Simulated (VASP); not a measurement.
Input of a VASP 6.6.1 run:

INCAR

```
PREC = Accurate
ENCUT = 600
EDIFF = 1E-7
ISMEAR = 0
SIGMA = 0.1
LREAL = F
LASPH = T
NELM = 100
ALGO = Fast
ISIF = 4
LWAVE = F
LCHARG = F
GGA = PE
IBRION = 2
NSW = 50
EDIFFG = -0.01
```

File KPOINTS:

```
regular mesh
0
Gamma
  12 12 12
```

File POSCAR:

```
VN2
1.0
   -2.1315965026      2.1315965026      2.4591460144
    2.1315965026     -2.1315965026      2.4591460144
    2.1315965026      2.1315965026     -2.4591460144
V N
2 4
Direct
    0.2500000000      0.2500000000      0.0000000000
    0.7500000000      0.7500000000      0.0000000000
    0.1135731475      0.6135731475      0.7271462950
    0.6135731475      0.8864268525      0.5000000000
    0.8864268525      0.3864268525      0.2728537050
    0.3864268525      0.1135731475      0.5000000000
```

Potentials or basis: VASP PAW PBE potentials, release 64 (V_sv, N).

Run with:

```sh
$ cat potpaw_PBE.64/V_sv/POTCAR potpaw_PBE.64/N/POTCAR > POTCAR
$ mpirun -np 1 vasp_std > vasp.out
```

Question: What does it give for the band gap on the k mesh?

Answer: Zero (bands 23 and 24 overlap by 0.41 eV).

Forces in eV/Å, atoms in the order of the input:
```
V    0.000  0.000  0.000
V    0.000  0.000  0.000
N    0.003  0.003  0.000
N   -0.003  0.003  0.000
N   -0.003 -0.003  0.000
N    0.003 -0.003  0.000
```

Caveat: the run has no spin polarisation, though such a crystal can be magnetic. With open d or f shells a metallic result of PBE can be an artefact of self-interaction; +U or a hybrid may open a gap.
